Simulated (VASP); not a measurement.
Set up this calculation in VASP 6.6.1, as the native input.

```
Task                   : electric field gradients
Functional             : PBE
Potentials or basis    : VASP PAW PBE potentials, release 64 (W_sv, Se)
Cutoff                 : 400 eV
k mesh                 : 11 × 11 × 3
Occupations            : fermi-dirac, width 0.08 eV
Spin                   : no spin polarisation
Dipole correction      : no
Further INCAR settings : ALGO = Normal; EDIFF = 1e-08; NBANDS = 35
```

The structure of WSe2 lies in POSCAR:

```
WSe2
1.0
    3.2899984505      0.0493499768      0.0493499768
   -1.6022608916      2.8245472481      0.0180633452
    0.1945500000      0.1945500000     12.9700000000
W Se
2 4
Direct
    0.3333333333      0.6666666667      0.2500000000
    0.6666666667      0.3333333333      0.7500000000
    0.3333333333      0.6666666667      0.6210000000
    0.6666666667      0.3333333333      0.1210000000
    0.3333333333      0.6666666667      0.8790000000
    0.6666666667      0.3333333333      0.3790000000
```

This cell differs from its parent crystal: equal xy, yz and zx shear strains of +3 %.

The input as run:

INCAR

```
ALGO = Normal ; EDIFF = 1E-8
ENCUT = 400 ; GGA = PE
GGA_COMPAT = F ; ISIF = 2
ISMEAR = -1 ; LASPH = T
LCHARG = F ; LEFG = T
LREAL = F ; LWAVE = F
NBANDS = 35 ; NELM = 120
PREC = Accurate ; SIGMA = 0.08
```

KPOINTS

```
k-points
0
Gamma
  11 11 3
```

Potentials or basis: VASP PAW PBE potentials, release 64 (W_sv, Se).

Launch:

```bash
$ cat potpaw_PBE.64/W_sv/POTCAR potpaw_PBE.64/Se/POTCAR > POTCAR
$ mpirun -np 1 vasp_std > vasp.out
```

It gave:

The pressure is 4.5 GPa and the largest force is 0.706 eV/Å. The band gap on the k mesh is 0.94 eV (least direct gap 1.68 eV). The largest electric field gradient by atom is W -170.8; Se -78.9, -81.6 (each value once) V/Å².

Caveat: the cell differs from its parent crystal (equal xy, yz and zx shear strains of +3 %); the cell stands under pressure; without QUAD_EFG the Cq values of the log hold for a quadrupole moment of 1 mb, not for the nuclei; spin-orbit coupling is left out, which moves the levels of the heavy elements.

Run time: 14 min on 1 thread of Intel Xeon 8259CL, with other jobs on the host, peak memory 0.53 GiB.
